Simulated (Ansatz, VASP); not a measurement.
PbS in VASP and in Ansatz

Contents of INCAR:

```
PREC = Accurate ; ENCUT = 520
EDIFF = 1E-6 ; ISMEAR = -1
SIGMA = 0.02 ; LREAL = F
LASPH = T ; NELM = 60
ALGO = Normal ; ISIF = 2
LWAVE = F ; LCHARG = F
GGA = PE ; NBANDS = 28
```

The input KPOINTS:

```
regular mesh
0
Gamma
  6 6 6
```

The input POSCAR:

```
PbS
1.0
    2.0637484134     -5.8692756837      0.0000000000
    2.0637484134      5.8692756837      0.0000000000
    0.0000000000      0.0000000000      4.2604423684
Pb S
2 2
Direct
    0.8722772593      0.1277227407      0.7500000000
    0.1277227407      0.8722772593      0.2500000000
    0.6436799881      0.3563200119      0.7500000000
    0.3563200119      0.6436799881      0.2500000000
```

Input for Ansatz:

```yaml
crystal:
  lattice:
    - [2.0637484134, -5.8692756837, 0.0]
    - [2.0637484134, 5.8692756837, 0.0]
    - [0.0, 0.0, 4.2604423684]
  atoms:
    - { symbol: Pb, position: [0.8722772593, 0.1277227407, 0.75] }
    - { symbol: Pb, position: [0.1277227407, 0.8722772593, 0.25] }
    - { symbol: S, position: [0.6436799881, 0.3563200119, 0.75] }
    - { symbol: S, position: [0.3563200119, 0.6436799881, 0.25] }
kpoints:
  mp_grid: { grid: [6, 6, 6] }
  band_path:
    path:
      - [[0.0, 0.0, 0.0], [-0.5, 0.5, 0.0], [-0.2809089673146, 0.7190910326854, 0.0]]
      - [[0.2809089673146, 0.2809089673146, 0.0], [0.0, 0.0, 0.0], [0.0, 0.0, 0.5], [0.2809089673146, 0.2809089673146, 0.5]]
      - [[-0.2809089673146, 0.7190910326854, 0.5], [-0.5, 0.5, 0.5], [-0.5, 0.5, 0.0]]
      - [[0.0, 0.0, 0.0], [3.357049420145e-17, 0.5, 0.0], [3.357049420145e-17, 0.5, 0.5], [0.0, 0.0, 0.5], [-0.5, 0.5, 0.5]]
    npoints: 10
hamiltonian:
  xc: pbe
scf:
  occupations: { method: fermi_dirac, width: 0.02 }
  n_extra_bands: 5
output:
  forces: true
  stress: true
  eigenvalues: true
```

Alike in both runs: task single point; functional PBE; k mesh 6 × 6 × 6; occupations fermi-dirac, width 0.02 eV; no spin polarisation.

|  | VASP | Ansatz |
| --- | --- | --- |
| version | VASP 6.6.1 | Ansatz 0.2.0 |
| potentials or method | VASP PAW PBE potentials, release 64 (Pb_d, S) | plane waves, PAW |
| plane-wave cutoff (eV) | 520 | 420 |
| valence electrons in the cell | 40 | 40 |

|  | VASP | Ansatz | Ansatz less VASP |
| --- | --- | --- | --- |
| gap on the k mesh at the Fermi level (eV) | 1.17 | 1.17 | -0.001 |
| pressure (GPa) | 2.1 | 2.1 | +0.07 |
| traceless stress, the component that is largest in VASP (GPa) | 0.33 | 0.34 | +0.015 |
| rms of the force components (eV/Å) | 0.057 | 0.058 | +0.0006 |

Atom by atom the forces differ by 0.002 eV/Å (rms over components).

Neither program's run includes spin-orbit coupling.
